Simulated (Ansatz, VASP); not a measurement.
## ZnSe in VASP and in Ansatz

```
Zn Se
1.0
     0.00000    2.82432    2.82432
     2.82432    0.00000    2.82432
     2.82432    2.82432    0.00000
Zn Se
1 1
Cartesian
  0.0000 0.0000 0.0000
  4.2365 4.2365 4.2365
```

Change from the starting cell: volume scaled by 0.99, PAW files.

Alike in both runs: task electric field gradients; functional LDA; k mesh 8 × 8 × 8; occupations fermi-dirac, width 0.03 eV; no spin polarisation.

|  | VASP | Ansatz |
| --- | --- | --- |
| version | VASP 6.6.1 | Ansatz 0.2.0 |
| potentials or method | VASP PAW LDA potentials, release 64 (Zn, Se) | PAW with Ansatz's default frozen-core files, scalar-relativistic |
| plane-wave cutoff (eV) | 520 | 420 |
| valence electrons in the cell | 18 | 28 |

Ansatz gave:

* pressure (GPa): -2.8

Question: What did VASP give for the same quantities?

Answer: Pressure (GPa): -2.5.

LDA's correlation is that of Perdew and Zunger in VASP and of Perdew and Wang (1992) in Ansatz. VASP's potentials hold 18 valence electrons a cell and Ansatz's 28, so a difference there can come from the potentials and not from the codes.
